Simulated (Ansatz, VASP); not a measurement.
# InSb in VASP and in Ansatz

Contents of INCAR:

```
  ALGO = Normal
  EDIFF = 1E-7
  ENCUT = 520
  GGA = PS
  ISIF = 2
  ISMEAR = 0
  LASPH = True
  LCHARG = False
  LREAL = False
  LWAVE = False
  NBANDS = 16
  NELM = 60
  PREC = Accurate
  SIGMA = 0.1
```

The input KPOINTS:

```
k-points
0
Gamma
  12 12 12
```

File POSCAR:

```
InSb
1.0
    0.0000000000      3.2922076824      3.2922076824
    3.2922076824      0.0000000000      3.2922076824
    3.2922076824      3.2922076824      0.0000000000
In Sb
1 1
Direct
    0.0000000000      0.0000000000      0.0000000000
    0.2500000000      0.2500000000      0.2500000000
```

Input for Ansatz:

```yaml
crystal:
  lattice:
    - [0.0, 3.2922076824, 3.2922076824]
    - [3.2922076824, 0.0, 3.2922076824]
    - [3.2922076824, 3.2922076824, 0.0]
  atoms:
    - { symbol: In, position: [0.0, 0.0, 0.0] }
    - { symbol: Sb, position: [0.25, 0.25, 0.25] }
basis:
  ecutwfc: 420
kpoints:
  mp_grid: { grid: [12, 12, 12] }
hamiltonian:
  xc: pbesol
scf:
  occupations: { method: gaussian, width: 0.1 }
output:
  forces: true
  stress: true
  eigenvalues: true
```

Alike in both runs: task single point; functional PBEsol; k mesh 12 × 12 × 12; occupations gaussian, width 0.1 eV; no spin polarisation.

```csv
,VASP,Ansatz
version,VASP 6.6.1,Ansatz 0.2.0
potentials or method,"VASP PAW PBE potentials, release 64 (In_d, Sb), cutoff 520 eV","scalar-relativistic, plane waves, PAW"
valence electrons in the cell,18,28
```

|  | VASP | Ansatz | Ansatz less VASP |
| --- | --- | --- | --- |
| gap on the k mesh at the Fermi level (eV) | none | none | - |
| pressure (GPa) | -1.2 | -1.2 | -0.01 |

VASP's potentials were made for PBE, not for PBEsol. A gap of «none» marks a metal or a gap that the smearing closes. With one functional, cell and mesh, what is left measures potentials, basis and numerics. VASP's potentials hold 18 valence electrons a cell and Ansatz's 28, so a difference there can come from the potentials and not from the codes.

Spin-orbit coupling is off throughout.
